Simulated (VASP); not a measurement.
Write the native input for VASP 6.6.1 that does the following.

* Task: single point
* Functional: PBE-based screened hybrid
* Potentials or basis: VASP PAW PBE potentials, release 64 (Zn, O)
* Cutoff: 520 eV
* k mesh: 4 × 4 × 4
* Occupations: fermi-dirac, width 0.02 eV
* Spin: no spin polarisation
* Dipole correction: no
* Grid for exact exchange (PRECFOCK): Normal
* Share of exact exchange: 0.4
* Further INCAR settings: ALGO = Normal; EDIFF = 1e-07; NBANDS = 16
* Screening parameter: 0.2078 1/Å

Crystal: ZnO.

```
Zn O
1.0
     2.64617    0.00000    0.00000
     0.00000    2.64617    0.00000
     0.00000    0.00000    2.64617
Zn O
1 1
Direct
  0.00000 0.00000 0.00000
  0.50000 0.50000 0.50000
```

These files were run (other wordings do the same):

POSCAR

```
ZnO
1.0
    2.6461709590      0.0000000000      0.0000000000
    0.0000000000      2.6461709590      0.0000000000
    0.0000000000      0.0000000000      2.6461709590
Zn O
1 1
Direct
    0.0000000000      0.0000000000      0.0000000000
    0.5000000000      0.5000000000      0.5000000000
```

INCAR.step1

```
SYSTEM = ZnO
PREC = Accurate
ENCUT = 520
EDIFF = 1E-5
ISMEAR = -1
SIGMA = 0.02
LREAL = .False.
LASPH = .True.
NELM = 80
ALGO = Normal
ISIF = 2
LWAVE = .True.
GGA = PE
NBANDS = 16
```

INCAR.step2

```
SYSTEM = ZnO
PREC = Accurate
ENCUT = 520
EDIFF = 1E-7
ISMEAR = -1
SIGMA = 0.02
LREAL = .False.
LASPH = .True.
NELM = 80
ALGO = Normal
ISIF = 2
LWAVE = .False.
LCHARG = .True.
GGA = PE
LHFCALC = .True.
AEXX = 0.4
HFSCREEN = 0.2078
PRECFOCK = Normal
LELF = .True.
LVHAR = .True.
ISTART = 1
NBANDS = 16
```

KPOINTS

```
regular mesh
0
Gamma
  4 4 4
  0 0 0
```

Potentials or basis: VASP PAW PBE potentials, release 64 (Zn, O).

Launch:

```sh
$ cat potpaw_PBE.64/Zn/POTCAR potpaw_PBE.64/O/POTCAR > POTCAR
$ cp INCAR.step1 INCAR
$ mpirun -np 1 vasp_std > vasp.out
$ cp INCAR.step2 INCAR
$ mpirun -np 1 vasp_std > vasp.out
```

Results of the run:

```yaml
Pressure: -3.0 GPa
Band_gap_on_the_k_mesh: 1.86 eV, indirect (least direct gap 3.20 eV)
```

Caveat: the k points lie up to 0.59 Å⁻¹ apart; the PAW data sets were made with another functional, which shifts forces and pressure a little.

It took 6.9 min on 1 thread of AMD EPYC 7R43 64-Core Processor (Zen 3), with other jobs on the host, peak memory 0.19 GiB.
